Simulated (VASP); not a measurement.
Set up this calculation in VASP 6.6.1, as the native input.

- Task: single point
- Functional: PBE
- Potentials or basis: VASP PAW PBE potentials, release 64 (Ag_sv_GW, Cl)
- Cutoff: 630 eV
- k mesh: 8 × 8 × 8
- Occupations: fermi-dirac, width 0.02 eV
- Spin: no spin polarisation
- Dipole correction: no
- Further INCAR settings: ALGO = Normal; EDIFF = 1e-06; NBANDS = 20

The structure of AgCl lies in POSCAR:

```
AgCl
1.0
    3.4461823000      0.0505942618      0.0505942618
    0.0505942618      3.4461823000      0.0505942618
    0.0505942618      0.0505942618      3.4461823000
Ag Cl
1 1
Direct
    0.0000000000      0.0000000000      0.0000000000
    0.5000000000      0.5000000000      0.5000000000
```

This cell differs from its parent crystal: strain along [111] +4.5%.

The input as run:

INCAR

```
SYSTEM = AgCl
PREC     = Accurate       ! precision mode
ENCUT    = 630            ! plane-wave cutoff, eV
EDIFF    = 1E-6           ! SCF threshold, eV
ISMEAR   = -1             ! smearing method
SIGMA    = 0.02           ! smearing width, eV
LREAL    = .False.        ! projectors in reciprocal space
LASPH    = .True.         ! aspherical terms in the spheres
NELM     = 120            ! most SCF steps
ALGO     = Normal         ! electronic algorithm
ISIF     = 2              ! what is computed and relaxed
LWAVE    = .False.        ! write WAVECAR
LCHARG   = .True.         ! write CHGCAR
GGA      = PE             ! functional
LELF     = .True.         ! ELF
LVHAR    = .True.       
NBANDS   = 20             ! bands
GGA_COMPAT= .False.
```

KPOINTS

```
Automatic mesh
0
Gamma
  8 8 8
  0 0 0
```

Potentials or basis: VASP PAW PBE potentials, release 64 (Ag_sv_GW, Cl).

Launch:

```sh
$ cat potpaw_PBE.64/Ag_sv_GW/POTCAR potpaw_PBE.64/Cl/POTCAR > POTCAR
$ mpirun -np 1 vasp_std > vasp.out
```

It gave:

```json
{
 "Pressure": "-0.7 GPa",
 "Band gap on the k mesh": "0.50 eV (least direct gap 1.94 eV)"
}
```

Caveat: the cell differs from its parent crystal (strain along [111] +4.5%); the structure was generated, so it needn't be the stable form of AgCl; semilocal functionals underestimate gaps, and a narrow one can read as zero.

It took 30 s on 1 thread of Intel(R) Xeon(R) Platinum 8488C (Sapphire Rapids), with other jobs on the host, peak memory 0.22 GiB.
